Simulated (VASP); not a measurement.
The system is La2O3.

```
La O
1.0
     3.94032    0.00000    0.00000
    -1.97016    3.41242    0.00000
     0.00000    0.00000    6.18884
La O
2 3
Direct
  0.33333 0.66667 0.24739
  0.66667 0.33333 0.75261
  0.00000 0.00000 0.00000
  0.33333 0.66667 0.64528
  0.66667 0.33333 0.35472
```

| Item | Value |
| --- | --- |
| Program | VASP 6.6.1 |
| Task | relaxation of cell and atoms |
| Functional | LDA |
| Potentials or basis | VASP PAW LDA potentials, release 64 (La, O) |
| Cutoff | 600 eV |
| k mesh | 6 × 6 × 4 |
| Occupations | fermi-dirac, width 0.02 eV |
| Spin | no spin polarisation |

At the start: pressure -8.2 GPa; volume 16.64 Å³/atom.

Task: Where does the relaxation end?

Result: Over 11 steps the energy falls by 29.5 meV/atom and the volume is 15.51 Å³/atom (-6.8 %); space group P-3m1 (No. 164, to 0.1 Å) before and after.

The path:
| step | energy change (eV) | largest force (eV/Å) | pressure (GPa) | volume (Å³) |
| --- | --- | --- | --- | --- |
| 1 | 0.0000 | 0.1818 | -8.16 | 83.22 |
| 2 | 0.0431 | 1.1085 | 11.33 | 73.41 |
| 3 | -0.1305 | 0.3633 | -0.28 | 78.47 |
| 4 | -0.1305 | 0.3750 | -0.11 | 78.38 |
| 5 | -0.1424 | 0.0645 | 0.01 | 77.92 |
| 6 | -0.1435 | 0.0776 | 0.07 | 77.73 |
| 7 | -0.1457 | 0.0747 | -0.05 | 77.72 |
| 8 | -0.1463 | 0.0732 | -0.16 | 77.72 |
| 9 | -0.1470 | 0.0427 | 0.17 | 77.51 |
| 10 | -0.1470 | 0.0455 | 0.30 | 77.43 |
| 11 | -0.1473 | 0.0037 | 0.03 | 77.53 |

Final structure:
```yaml
crystal:
  lattice:
    - [3.88174, 0.00000, 0.00000]
    - [-1.94087, 3.36169, 0.00000]
    - [0.00000, 0.00000, 5.94116]
  atoms:
    - { symbol: La, position: [0.33333, 0.66667, 0.24369] }
    - { symbol: La, position: [0.66667, 0.33333, 0.75631] }
    - { symbol: O, position: [0.00000, 0.00000, 0.00000] }
    - { symbol: O, position: [0.33333, 0.66667, 0.64674] }
    - { symbol: O, position: [0.66667, 0.33333, 0.35326] }
```
